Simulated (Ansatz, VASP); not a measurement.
**Hg in VASP and in Ansatz**

Contents of POSCAR:

```
Hg
1.0
   -1.8836423844      1.8836423844      1.8836423844
    1.8836423844     -1.8836423844      1.8836423844
    1.8836423844      1.8836423844     -1.8836423844
Hg
1
Direct
    0.0000000000      0.0000000000      0.0000000000
```

File INCAR.step1:

```
SYSTEM = Hg
PREC = Accurate ; ENCUT = 520
ISMEAR = 0 ; SIGMA = 0.05
LREAL = .False. ; LASPH = .True.
NELM = 150 ; MAGMOM = 0 0 0
LSORBIT = .True. ; GGA_COMPAT = .False.
NBANDS = 23 ; GGA = PE
ALGO = Normal ; EDIFF = 1E-4
LWAVE = .True. ; LCHARG = .False.
```

The input INCAR.step2:

```
SYSTEM = Hg
PREC = Accurate ; ENCUT = 520
EDIFF = 1E-6 ; ISMEAR = 0
SIGMA = 0.05 ; LREAL = .False.
LASPH = .True. ; NELM = 150
ALGO = Normal ; ISIF = 2
LWAVE = .False. ; LCHARG = .True.
MAGMOM = 0 0 0 ; LORBIT = 11
LSORBIT = .True. ; GGA_COMPAT = .False.
LORBMOM = .True. ; METAGGA = R2SCAN
LMIXTAU = .True. ; LVHAR = .True.
NBANDS = 23 ; ISTART = 1
```

The input KPOINTS:

```
regular mesh
0
Gamma
  8 8 8
  0 0 0
```

Input for Ansatz:

```yaml
crystal:
  lattice:
    - [-1.8836423844, 1.8836423844, 1.8836423844]
    - [1.8836423844, -1.8836423844, 1.8836423844]
    - [1.8836423844, 1.8836423844, -1.8836423844]
  atoms:
    - { symbol: Hg, position: [0.0, 0.0, 0.0] }
basis:
  ecutwfc: 500
  ecutrho_ratio: 4
kpoints:
  mp_grid: { grid: [8, 8, 8] }
hamiltonian:
  xc: r2scan
scf:
  occupations: { method: gaussian, width: 0.05 }
output:
  forces: true
  stress: true
  eigenvalues: true
  populations: true
  topological_invariants: true
magnetization:
  noncollinear: true
  spin_orbit: true
```

Alike in both runs: task single point; functional r2SCAN; k mesh 8 × 8 × 8; occupations gaussian, width 0.05 eV; non-collinear spin, spin-orbit coupling.

```csv
,VASP,Ansatz
version,VASP 6.6.1,Ansatz 0.2.0
potentials or method,"VASP PAW PBE potentials, release 64 (Hg), cutoff 520 eV","plane waves, PAW"
valence electrons in the cell,12,20
```

```csv
,VASP,Ansatz,Ansatz less VASP
pressure (GPa),-0.3,-0.8,-0.46
net moment per atom (μB),0.00,0.00,0.000
```

VASP's potentials were made for PBE, not for r2SCAN. VASP's potentials hold 12 valence electrons a cell and Ansatz's 20, so a difference there can come from the potentials and not from the codes.
